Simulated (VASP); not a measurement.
The system is W.

```xyz
1
Lattice="-1.6007 1.6007 1.6007 1.6007 -1.6007 1.6007 1.6007 1.6007 -1.6007" Properties=species:S:1:pos:R:3 pbc="T T T"
W     0.0000    0.0000    0.0000
```

| Item | Value |
| --- | --- |
| Program | VASP 6.6.1 |
| Task | relaxation of cell and atoms |
| Functional | r2SCAN |
| Potentials or basis | VASP PAW PBE potentials, release 64 (W_sv) |
| Cutoff | 600 eV |
| k mesh | 8 × 8 × 8 |
| Occupations | gaussian, width 0.1 eV |
| Spin | no spin polarisation |

At the start: pressure -8.1 GPa; volume 16.41 Å³/atom.

Task: Where does the relaxation end?

Result: Over 3 steps the energy falls by 11.0 meV/atom and the volume is 16.00 Å³/atom (-2.5 %); space group Im-3m (No. 229, to 0.05 Å).

Step by step:
```csv
step,energy change (eV),largest force (eV/Å),pressure (GPa),volume (Å³)
1,0.0000,0.0000,-8.07,16.41
2,0.1485,0.0000,38.09,14.52
3,-0.0110,0.0000,-0.35,16.00
```

Final structure:
```
CELL_PARAMETERS angstrom
-1.58735 1.58735 1.58735
1.58735 -1.58735 1.58735
1.58735 1.58735 -1.58735
ATOMIC_POSITIONS crystal
W 0.00000 0.00000 0.00000
```

Caveat: the PAW data sets were made with another functional, which shifts forces and pressure a little.
